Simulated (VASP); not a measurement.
# CdS (P6_3mc) in VASP: further runs

Runs on CdS. Level: r2SCAN. Tasks: single point.

All numbers are computed with VASP 6.6.1; they aren't measurements. Logs are shortened: lines on timing, memory, paths and dates and some standing lists are left out, and cuts for length are marked.

## Step 1: The cell of the first run

It takes space group P6_3mc (No. 186, hexagonal). Conventional cell: a = 4.165 Å, b = 4.165 Å, c = 6.698 Å, α = 90.00°, β = 90.00°, γ = 120.00°. Cd (site symmetry 3m) has 4 S at 2.54 Å within 3.3 Å. Within 3.3 Å of S (site symmetry 3m) lie 4 Cd at 2.54 Å.

## Step 2: Single point, r2SCAN (uniaxial z strain -1.0%)

POSCAR reads:

```
CdS
1.0
    4.1646012827      0.0000000000      0.0000000000
   -2.0823006414      3.6066505075      0.0000000000
    0.0000000000      0.0000000000      6.6983503851
Cd S
2 2
Direct
    0.3333333333      0.6666666667     -0.0021755764
    0.6666666667      0.3333333333      0.4978244236
    0.3333333333      0.6666666667      0.3771755764
    0.6666666667      0.3333333333      0.8771755764
```

INCAR.step1 reads:

```
SYSTEM = CdS
PREC = Accurate
ENCUT = 520
ISMEAR = 0
SIGMA = 0.01
LREAL = .False.
LASPH = .True.
NELM = 80
NBANDS = 26
GGA = PE
ALGO = Normal
EDIFF = 1E-4
LWAVE = .True.
LCHARG = .False.
```

INCAR.step2 reads:

```
SYSTEM = CdS
PREC = Accurate
ENCUT = 520
EDIFF = 1E-6
ISMEAR = 0
SIGMA = 0.01
LREAL = .False.
LASPH = .True.
NELM = 80
ALGO = Normal
ISIF = 2
LWAVE = .False.
LCHARG = .False.
METAGGA = R2SCAN
LMIXTAU = .True.
NBANDS = 26
ISTART = 1
```

KPOINTS reads:

```
regular mesh
0
Gamma
  12 12 4
  0 0 0
```

Potentials or basis: VASP PAW PBE potentials, release 64 (Cd, S).

Run with:

```console
$ cat potpaw_PBE.64/Cd/POTCAR potpaw_PBE.64/S/POTCAR > POTCAR
$ cp INCAR.step1 INCAR
$ mpirun -np 1 vasp_std > vasp.out
$ cp INCAR.step2 INCAR
$ mpirun -np 1 vasp_std > vasp.out
```

OUTCAR:

```text
SYSTEM = CdS
   PREC = Accurate
   ENCUT = 520
   EDIFF = 1E-6
   ISMEAR = 0
   LREAL = .False.
   LASPH = .True.
   NELM = 80
   ISIF = 2
   METAGGA = R2SCAN
   ISTART = 1

 ion  position               nearest neighbor table
   1  0.333  0.667  0.998-   4 2.54   4 2.54   4 2.54   3 2.54
   2  0.667  0.333  0.498-   3 2.54   3 2.54   3 2.54   4 2.54
   3  0.333  0.667  0.377-   2 2.54   2 2.54   2 2.54   1 2.54
   4  0.667  0.333  0.877-   1 2.54   1 2.54   1 2.54   2 2.54

  LATTYP: Found a hexagonal cell.
 ALAT       =     4.1646012827
 C/A-ratio  =     1.6084013644

  Lattice vectors:

 A1 = (   4.1646012827,   0.0000000000,   0.0000000000)
 A2 = (  -2.0823006414,   3.6066505075,   0.0000000000)
 A3 = (   0.0000000000,   0.0000000000,   6.6983503851)

Analysis of symmetry for initial positions (statically):
=====================================================================
 Subroutine PRICEL returns:
 Original cell was already a primitive cell.

 Routine SETGRP: Setting up the symmetry group for a
 hexagonal supercell.

 Subroutine GETGRP returns: Found 12 space group operations
 (whereof  6 operations were pure point group operations)
 out of a pool of 24 trial point group operations.

The static configuration has the point symmetry C_3v.
 The point group associated with its full space group is C_6v.

Analysis of symmetry for dynamics (positions and initial velocities):
=====================================================================
 Subroutine PRICEL returns:
 Original cell was already a primitive cell.

 Routine SETGRP: Setting up the symmetry group for a
 hexagonal supercell.

 Subroutine GETGRP returns: Found 12 space group operations
 (whereof  6 operations were pure point group operations)
 out of a pool of 24 trial point group operations.

The dynamic configuration has the point symmetry C_3v.
 The point group associated with its full space group is C_6v.

 Subroutine INISYM returns: Found 12 space group operations
 (whereof  6 operations are pure point group operations),
 and found     1 'primitive' translations

----------------------------------------------------------------------------------------

                                     Primitive cell

  volume of cell :     100.6110

  direct lattice vectors                    reciprocal lattice vectors
     4.164601283  0.000000000  0.000000000     0.240119025  0.138632784  0.000000000
    -2.082300641  3.606650507  0.000000000     0.000000000  0.277265568  0.000000000
     0.000000000  0.000000000  6.698350385     0.000000000  0.000000000  0.149290488

  length of vectors
[... 90 lines left out ...]
   IBRION =     -1    ionic relax: 0-MD 1-quasi-New 2-CG
   NFREE  =      0    steps in history (QN), initial steepest desc. (CG)
   ISIF   =      2    stress and relaxation
   ISYM   =      2    0-nonsym 1-usesym 2-fastsym
   POTIM  = 0.5000    time-step for ionic-motion
   TEBEG  =    0.0;   TEEND  =   0.0 temperature during run
   PSTRESS=    0.0 pullay stress
   NELECT =      36.0000    total number of electrons
   NUPDOWN=      -1.0000    fix difference up-down
   EMIN   =  10.00;   EMAX   =-10.00  energy-range for DOS
   EFERMI =   0.00;   METHOD = LEGACY
   ISMEAR =     0;   SIGMA  =   0.01  broadening in eV -4-tet -1-fermi 0-gaus
   EFERMI_NEDOS =   21; number of points for ismear=-14 and -15
   IALGO  =     38    algorithm
   IMIX   =      4    mixing-type and parameters
     AMIX     =   0.40;   BMIX     =  1.00
     AMIX_MAG =   1.60;   BMIX_MAG =  1.00
  volume/ion in A,a.u.               =      25.15       169.74
  Fermi-wavevector in a.u.,A,eV,Ry     =   1.162235  2.196305 18.378611  1.350790
  Thomas-Fermi vector in A             =   2.298798
   LORBIT       =      0    0 simple, 1 ext, 2 COOP (PROOUT), +10 PAW based schemes
   METAGGA = R2SCAN    functional components
   LHFCALC =     F    Hartree Fock is set to
   AEXX    =    0.0000 exact exchange contribution
   IVDW    =     0    specifies the selected vdW correction
   LEPSILON=     F    determine dielectric tensor
   LRPA    =     F    only Hartree local field effects (RPA)
 non-spin polarized calculation
 Gauss-broadening in eV      SIGMA  =   0.01
  energy-cutoff  :      520.00
  volume of cell :      100.61
 maximum number of plane-waves:      2742
 NGX is ok and might be reduce to    32
   NGX = 15   NGY = 15   NGZ = 25

 number of electron      36.0000002 magnetization

 Free energy of the ion-electron system (eV)
  ---------------------------------------------------
  ext. energy  EPLUGINS =         0.00000000
  ---------------------------------------------------
  free energy    TOTEN  =       -59.37753019 eV

  energy without entropy =      -59.37753019  energy(sigma->0) =      -59.37753019

 E-fermi :   1.0302     XC(G=0):  -9.6580

 val. band max:        0.9156792326   @ k =   0.0000   0.0000   0.0000
 cond. band min:       2.5856766304   @ k =   0.0000   0.0000   0.0000
 fundamental gap:      1.6699973977
 Fermi energy:         1.0301943443

 k-point     1 :       0.0000    0.0000    0.0000
  band No.  band energies     occupation
      1     -11.8622      2.00000
      2     -11.4329      2.00000
      3      -6.9610      2.00000
      4      -6.9610      2.00000
      5      -6.9583      2.00000
      6      -6.8730      2.00000
[... 685 lines left out ...]
     25       9.3442      0.00000
     26      10.5850      0.00000

 [... further k-points ...]

------------------------ aborting loop because EDIFF is reached ----------------------------------------

  FORCE on cell =-STRESS in cart. coord.  units (eV):
  Direction    XX          YY          ZZ          XY          YZ          ZX
  --------------------------------------------------------------------------------------
  -------------------------------------------------------------------------------------
  Total        0.4784964      0.4784964      0.7907038     -0.0000000      0.0000000     -0.0000000
  in kB        7.6198054      7.6198054     12.5915454     -0.0000000      0.0000000     -0.0000000
  external PRESSURE =       9.2770520 kB  Pullay stress =       0.0000000 kB

 VOLUME and BASIS-vectors are now :
 -----------------------------------------------------------------------------
  energy-cutoff  :      520.00
  volume of cell :      100.61
      direct lattice vectors                 reciprocal lattice vectors
     4.164601283  0.000000000  0.000000000     0.240119025  0.138632784  0.000000000
    -2.082300641  3.606650507  0.000000000     0.000000000  0.277265568  0.000000000
     0.000000000  0.000000000  6.698350385     0.000000000  0.000000000  0.149290488

 POSITION                                       TOTAL-FORCE (eV/Angst)
 -----------------------------------------------------------------------------------
     -0.00000      2.40443      6.68378         0.000000     -0.000000     -0.001807
      2.08230      1.20222      3.33460        -0.000000     -0.000000     -0.001807
     -0.00000      2.40443      2.52645        -0.000000      0.000000      0.001807
      2.08230      1.20222      5.87563        -0.000000     -0.000000      0.001807
 -----------------------------------------------------------------------------------
    total drift:                               -0.000000     -0.000000     -0.005911

  FREE ENERGIE OF THE ION-ELECTRON SYSTEM (eV)
  ---------------------------------------------------
  free  energy   TOTEN  =       -59.3775301903 eV

  energy  without entropy=      -59.3775301903  energy(sigma->0) =      -59.37753019
```

OUTCAR.step1:

```text
SYSTEM = CdS
   PREC = Accurate
   ENCUT = 520
   ISMEAR = 0
   LREAL = .False.
   LASPH = .True.
   NELM = 80
[... 927 lines left out ...]
      2.08230      1.20222      3.33460         0.000000     -0.000000      0.001235
     -0.00000      2.40443      2.52645        -0.000000     -0.000000     -0.001235
      2.08230      1.20222      5.87563        -0.000000      0.000000     -0.001235
 -----------------------------------------------------------------------------------
    total drift:                               -0.000000     -0.000000     -0.000225

  FREE ENERGIE OF THE ION-ELECTRON SYSTEM (eV)
  ---------------------------------------------------
  free  energy   TOTEN  =       -12.2694949592 eV

  energy  without entropy=      -12.2694949592  energy(sigma->0) =      -12.26949496
```

Run time: 2.9 min. Hardware: 1 thread of Intel Xeon 6975P-C (Granite Rapids), shared host; peak memory 0.31 GiB.

Results:

| Property | Result |
| --- | --- |
| Free energy | -59.3775 eV |
| Pressure | 0.9 GPa |
| Band gap on the k mesh | 1.67 eV |

Stress tensor (GPa, compression positive):
```
0.76 0.00 0.00
0.00 0.76 0.00
0.00 0.00 1.26
```

Levels at points of the mesh, in eV from the valence-band top:
| k point | band 16 | band 17 | band 18 | band 19 | band 20 | band 21 |
| --- | --- | --- | --- | --- | --- | --- |
| (0.00, 0.00, 0.00) | -0.01 | 0.00 | 0.00 | 1.67 | 3.17 | 6.95 |
| (0.50, 0.00, 0.00) | -1.90 | -1.26 | -0.76 | 4.20 | 4.21 | 5.48 |
| (0.00, 0.00, 0.50) | -0.40 | -0.40 | -0.40 | 3.28 | 3.28 | 6.67 |
| (0.50, 0.00, 0.50) | -1.36 | -1.28 | -1.28 | 3.91 | 3.91 | 5.81 |

Caveat: the cell differs from its parent crystal (uniaxial z strain -1.0%); the PAW data sets were made with another functional, which shifts forces and pressure a little.

## Step 3: Single point, r2SCAN

This run uses another cell than the first one, of 25.41 Å³/atom.

POSCAR reads:

```
CdS
1.0
    4.1646012827      0.0000000000      0.0000000000
   -2.0823006414      3.6066505075      0.0000000000
    0.0000000000      0.0000000000      6.7660104900
Cd S
2 2
Direct
    0.3333333333      0.6666666667     -0.0009631164
    0.6666666667      0.3333333333      0.4990368836
    0.3333333333      0.6666666667      0.3759631164
    0.6666666667      0.3333333333      0.8759631164
```

INCAR.step1 reads:

```
ALGO = Normal
EDIFF = 1E-4
ENCUT = 520
GGA = PE
ISMEAR = 0
LASPH = T
LCHARG = F
LREAL = F
LWAVE = T
NBANDS = 26
NELM = 80
PREC = Accurate
SIGMA = 0.01
```

INCAR.step2 reads:

```
ALGO = Normal
EDIFF = 1E-6
ENCUT = 520
ISIF = 2
ISMEAR = 0
ISTART = 1
LASPH = T
LCHARG = F
LMIXTAU = T
LREAL = F
LWAVE = F
METAGGA = R2SCAN
NBANDS = 26
NELM = 80
PREC = Accurate
SIGMA = 0.01
```

KPOINTS reads:

```
k-points
0
Gamma
  12 12 4
```

Potentials or basis: VASP PAW PBE potentials, release 64 (Cd, S).

Run with:

```console
$ cat potpaw_PBE.64/Cd/POTCAR potpaw_PBE.64/S/POTCAR > POTCAR
$ cp INCAR.step1 INCAR
$ mpirun -np 1 vasp_std > vasp.out
$ cp INCAR.step2 INCAR
$ mpirun -np 1 vasp_std > vasp.out
```

Wall time 2.9 min (1 thread of Intel Xeon 6975P-C (Granite Rapids), shared host); peak memory 0.31 GiB.

Results (log left out):

```yaml
Free_energy: -59.3825 eV
Pressure: 0.3 GPa
Band_gap_on_the_k_mesh: 1.63 eV
```

Levels at points of the mesh, in eV from the valence-band top:
| k point | band 16 | band 17 | band 18 | band 19 | band 20 | band 21 |
| --- | --- | --- | --- | --- | --- | --- |
| (0.00, 0.00, 0.00) | -0.04 | 0.00 | 0.00 | 1.63 | 3.22 | 6.99 |
| (0.50, 0.00, 0.00) | -1.85 | -1.26 | -0.74 | 4.15 | 4.25 | 5.43 |
| (0.00, 0.00, 0.50) | -0.38 | -0.38 | -0.38 | 3.26 | 3.26 | 6.62 |
| (0.50, 0.00, 0.50) | -1.33 | -1.30 | -1.30 | 3.87 | 3.87 | 5.79 |

Caveat: the PAW data sets were made with another functional, which shifts forces and pressure a little. A k mesh can miss the band edges.

(Part 1 of 2 ends here.)
